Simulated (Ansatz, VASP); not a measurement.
# Two plane-wave programs on Cu3N

```xyz
4
Lattice="3.7511 0.0000 0.0000 0.0000 3.7511 0.0000 0.0000 0.0000 3.7511" Properties=species:S:1:pos:R:3 pbc="T T T"
Cu    1.8755    0.0000    0.0000
Cu    0.0000    1.8755    0.0000
Cu    0.0000    0.0000    1.8755
N     0.0000    0.0000    0.0000
```

Alike in both runs: task single point; functional r2SCAN; k mesh 6 × 6 × 6; occupations fermi-dirac, width 0.02 eV; no spin polarisation.

|  | VASP | Ansatz |
| --- | --- | --- |
| version | VASP 6.6.1 | Ansatz 0.2.0 |
| potentials or method | VASP PAW PBE potentials, release 64 (Cu, N) | plane waves, PAW |
| plane-wave cutoff (eV) | 660 | 500 |
| valence electrons in the cell | 38 | 62 |

VASP gave:

```
pressure (GPa) : 5.0
```

Estimate Ansatz's values.

pressure (GPa): 4.2.

VASP's potentials were made for PBE, not for r2SCAN. With one functional, cell and mesh, what is left measures potentials, basis and numerics. VASP's potentials hold 38 valence electrons a cell and Ansatz's 62, so a difference there can come from the potentials and not from the codes.
